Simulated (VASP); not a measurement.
# CoPt2O2 in VASP: notebook, part 2 of 2

VASP 6.6.1. The steps go on from the part before.

## Step 4: Single point, PBEsol

This run uses another cell than the first one, of 14.91 Å³/atom.

File INCAR:

```
  PREC = Accurate
  ENCUT = 520
  EDIFF = 1E-6
  ISMEAR = 0
  SIGMA = 0.1
  LREAL = False
  LASPH = True
  NELM = 100
  ALGO = Normal
  ISIF = 2
  LWAVE = False
  LCHARG = True
  LDIPOL = True
  IDIPOL = 3
  DIPOL = 0.5 0.5 0.500
  GGA = PS
  LELF = True
  LVHAR = True
  LVACPOTAV = True
  NBANDS = 28
```

File KPOINTS:

```
regular mesh
0
Gamma
  12 12 1
```

File POSCAR:

```
CoPt2O2
1.0
    2.8101831225      0.0000000000      0.0000000000
   -1.4050915612      2.4336899733      0.0000000000
    0.0000000000      0.0000000000     10.8988731690
Pt O Co
2 2 1
Direct
    0.6666666667      0.3333333333      0.2293815114
    0.3333333333      0.6666666667      0.7706184886
    0.6666666667      0.3333333333      0.4116215157
    0.3333333333      0.6666666667      0.5883784843
    0.0000000000      0.0000000000      0.5000000000
```

Potentials or basis: VASP PAW PBE potentials, release 64 (Pt, O, Co).

Started as:

```
cat potpaw_PBE.64/Pt/POTCAR potpaw_PBE.64/O/POTCAR potpaw_PBE.64/Co/POTCAR > POTCAR
mpirun -np 1 vasp_std > vasp.out
```

OUTCAR:

```text
PREC = Accurate
   ENCUT = 520
   EDIFF = 1E-6
   ISMEAR = 0
   LREAL = False
   LASPH = True
   NELM = 100
   ISIF = 2
   GGA = PS

 ion  position               nearest neighbor table
   1  0.667  0.333  0.229-   3 1.99
   2  0.333  0.667  0.771-   4 1.99
   3  0.667  0.333  0.412-   5 1.89   5 1.89   5 1.89   1 1.99
   4  0.333  0.667  0.588-   5 1.89   5 1.89   5 1.89   2 1.99
   5  0.000  0.000  0.500-   3 1.89   4 1.89   4 1.89   3 1.89   3 1.89   4 1.89

  LATTYP: Found a hexagonal cell.
 ALAT       =     2.8101831225
 C/A-ratio  =     3.8783498064

  Lattice vectors:

 A1 = (   2.8101831225,   0.0000000000,   0.0000000000)
 A2 = (  -1.4050915612,   2.4336899733,   0.0000000000)
 A3 = (   0.0000000000,   0.0000000000,  10.8988731690)

Analysis of symmetry for initial positions (statically):
=====================================================================
 Subroutine PRICEL returns:
 Original cell was already a primitive cell.

 Routine SETGRP: Setting up the symmetry group for a
 hexagonal supercell.

 Subroutine GETGRP returns: Found 12 space group operations
 (whereof 12 operations were pure point group operations)
 out of a pool of 24 trial point group operations.

The static configuration has the point symmetry D_3d.

Analysis of symmetry for dynamics (positions and initial velocities):
=====================================================================
 Subroutine PRICEL returns:
 Original cell was already a primitive cell.

 Routine SETGRP: Setting up the symmetry group for a
 hexagonal supercell.

 Subroutine GETGRP returns: Found 12 space group operations
 (whereof 12 operations were pure point group operations)
 out of a pool of 24 trial point group operations.

The dynamic configuration has the point symmetry D_3d.
[... 116 lines left out ...]
   IALGO  =     38    algorithm
   IMIX   =      4    mixing-type and parameters
     AMIX     =   0.40;   BMIX     =  1.00
     AMIX_MAG =   1.60;   BMIX_MAG =  1.00
  volume/ion in A,a.u.               =      14.91       100.60
  Fermi-wavevector in a.u.,A,eV,Ry     =   1.341351  2.534785 24.479892  1.799221
  Thomas-Fermi vector in A             =   2.469591
   LORBIT       =      0    0 simple, 1 ext, 2 COOP (PROOUT), +10 PAW based schemes
   GGA     = PS    functional components
   LHFCALC =     F    Hartree Fock is set to
   AEXX    =    0.0000 exact exchange contribution
   IVDW    =     0    specifies the selected vdW correction
   LEPSILON=     F    determine dielectric tensor
   LRPA    =     F    only Hartree local field effects (RPA)
 non-spin polarized calculation
 Gauss-broadening in eV      SIGMA  =   0.10
  energy-cutoff  :      520.00
  volume of cell :       74.54
 maximum number of plane-waves:      2021
 NGX is ok and might be reduce to    24
   NGX = 11   NGY = 11   NGZ = 41

 number of electron      41.0000009 magnetization

 dipolmoment           0.000000      0.000000     -0.000000 electrons x Angstroem

 Free energy of the ion-electron system (eV)
  ---------------------------------------------------
  ext. energy  EPLUGINS =         0.00000000
  ---------------------------------------------------
  free energy    TOTEN  =       -32.86448539 eV

  energy without entropy =      -32.82374254  energy(sigma->0) =      -32.84411397

 E-fermi :   5.6503     XC(G=0): -10.9818

 val. band max:        5.6265785492   @ k =   0.3333   0.1667   0.0000
 cond. band min:       5.6659772068   @ k =   0.0833   0.0833   0.0000
 fundamental gap:      0.0393986576
 Fermi energy:         5.6503249712

 k-point     1 :       0.0000    0.0000    0.0000
  band No.  band energies     occupation
      1     -16.0079      2.00000
      2     -14.3114      2.00000
      3      -3.5744      2.00000
      4      -1.4873      2.00000
      5      -1.2321      2.00000
      6      -0.9743      2.00000
[... 578 lines left out ...]
     27      13.3248      0.00000
     28      13.3249      0.00000

------------------------ aborting loop because EDIFF is reached ----------------------------------------

  FORCE on cell =-STRESS in cart. coord.  units (eV):
  Direction    XX          YY          ZZ          XY          YZ          ZX
  --------------------------------------------------------------------------------------
  -------------------------------------------------------------------------------------
  Total       -3.8530828     -3.8530828      3.9291058     -0.0000000      0.0000000      0.0000000
  in kB      -82.8204242    -82.8204242     84.4545078     -0.0000000      0.0000000      0.0000000
  external PRESSURE =     -27.0621136 kB  Pullay stress =       0.0000000 kB

 VOLUME and BASIS-vectors are now :
 -----------------------------------------------------------------------------
  energy-cutoff  :      520.00
  volume of cell :       74.54
      direct lattice vectors                 reciprocal lattice vectors
     2.810183122  0.000000000  0.000000000     0.355848696  0.205449340  0.000000000
    -1.405091561  2.433689973  0.000000000     0.000000000  0.410898681  0.000000000
     0.000000000  0.000000000 10.898873169     0.000000000  0.000000000  0.091752605

 POSITION                                       TOTAL-FORCE (eV/Angst)
 -----------------------------------------------------------------------------------
      1.40509      0.81123      2.50000         0.000000     -0.000000     -0.872333
     -0.00000      1.62246      8.39887         0.000000      0.000000      0.872333
      1.40509      0.81123      4.48621        -0.000000     -0.000000      0.366112
     -0.00000      1.62246      6.41266         0.000000     -0.000000     -0.366112
      0.00000      0.00000      5.44944         0.000000     -0.000000      0.000000
 -----------------------------------------------------------------------------------
    total drift:                               -0.000000      0.000000      0.000000

  FREE ENERGIE OF THE ION-ELECTRON SYSTEM (eV)
  ---------------------------------------------------
  free  energy   TOTEN  =       -32.8644853911 eV

  energy  without entropy=      -32.8237425392  energy(sigma->0) =      -32.84411397
```

OSZICAR:

```text
N       E                     dE             d eps       ncg     rms          rms(c)
DAV:   1     0.350294766703E+03    0.35029E+03   -0.20130E+04  1064   0.150E+03
DAV:   2    -0.279878011474E+01   -0.35309E+03   -0.32935E+03  1176   0.360E+02
DAV:   3    -0.371735998161E+02   -0.34375E+02   -0.33079E+02  1188   0.125E+02
[... 12 lines left out ...]
DAV:  16    -0.328646138090E+02    0.35882E-03   -0.77523E-04  1604   0.191E-01    0.138E-01
DAV:  17    -0.328645491558E+02    0.64653E-04   -0.78377E-05  1620   0.784E-02    0.990E-02
DAV:  18    -0.328644995288E+02    0.49627E-04   -0.87583E-05  1576   0.914E-02    0.495E-02
DAV:  19    -0.328644856220E+02    0.13907E-04   -0.41997E-05  1456   0.579E-02    0.121E-02
DAV:  20    -0.328644853911E+02    0.23092E-06   -0.15534E-06   676   0.880E-03
   1 F= -.32864485E+02 E0= -.32844114E+02  d E =-.407429E-01
```

stdout:

```text
POSCAR found type information on POSCAR PtO Co
 POSCAR found :  3 types and       5 ions
 scaLAPACK will be used
 -----------------------------------------------------------------------------
|                                                                             |
[... 73 lines left out ...]
|     field-free region was found. Please increase the size of  your cell     |
|     in the dimension of the dipole correction to obtain accurate            |
|     workfunction values.                                                    |
|                                                                             |
 -----------------------------------------------------------------------------
```

Run time: 91 s. Hardware: 1 thread of Intel Xeon 8259CL, shared host; peak memory 0.23 GiB.

Results:

* Free energy: -32.8645 eV
* Largest force: 0.872 eV/Å
* Band gap on the k mesh: zero (an odd number of electrons rules out a gap without spin polarisation)

Forces in eV/Å, atoms in the order of the input:
```
Pt   0.000  0.000 -0.872
Pt   0.000  0.000  0.872
O    0.000  0.000  0.366
O    0.000  0.000 -0.366
Co   0.000  0.000  0.000
```

Levels at points of the mesh, in eV from the Fermi level:
| k point | band 18 | band 19 | band 20 | band 21 | band 22 | band 23 |
| --- | --- | --- | --- | --- | --- | --- |
| (0.00, 0.00, 0.00) | -1.15 | -1.15 | -0.65 | -0.65 | -0.44 | -0.40 |
| (0.50, 0.00, 0.00) | -0.20 | 0.11 | 0.34 | 0.34 | 1.62 | 1.63 |

Caveat: the k points lie up to 0.58 Å⁻¹ apart, too coarse for converged energies and pressures of a metal; the PAW data sets were made with another functional, which shifts forces and pressure a little; spin-orbit coupling is left out, which moves the levels of the heavy elements; an odd number of electrons without spin polarisation forces a metal; a magnetic or distorted state may lie lower; the run has no spin polarisation, though such a crystal can be magnetic.

## Step 5: The runs side by side

| task | cell | atoms held fixed (from 0) | gap on the mesh (eV) | largest force (eV/Å) |
| --- | --- | --- | --- | --- |
| relaxation of the atoms | atoms relaxed from a = 2.810, b = 2.810, c = 22.899 Å, angles 90.0, 90.0, 120.0°, 5 atoms, atomic positions A | [0, 2] | none | - |
| single point | a = 2.810, b = 2.810, c = 22.899 Å, angles 90.0, 90.0, 120.0°, 5 atoms, atomic positions B | - | none | 0.70 |
| single point | a = 2.810, b = 2.810, c = 10.899 Å, angles 90.0, 90.0, 120.0°, 5 atoms, atomic positions A | - | none | 0.87 |

Alike in all rows: level PBEsol; potentials or basis VASP PAW PBE potentials, release 64 (Pt, O, Co); no spin polarisation; k mesh 12 × 12 × 1; cutoff (eV) 520; smearing gaussian 0.1 eV.

Caveats: some runs use coarse meshes; the PAW data sets were made with another functional, which shifts forces and pressure a little; spin-orbit coupling is left out, which moves the levels of the heavy elements; an odd number of electrons without spin polarisation forces a metal; a magnetic or distorted state may lie lower; the run has no spin polarisation, though such a crystal can be magnetic.

Total energies depend on the potentials used, so only differences within one code and one set of settings carry meaning.

The gap in the log of VASP goes by the Fermi energy; the results here count the filled bands.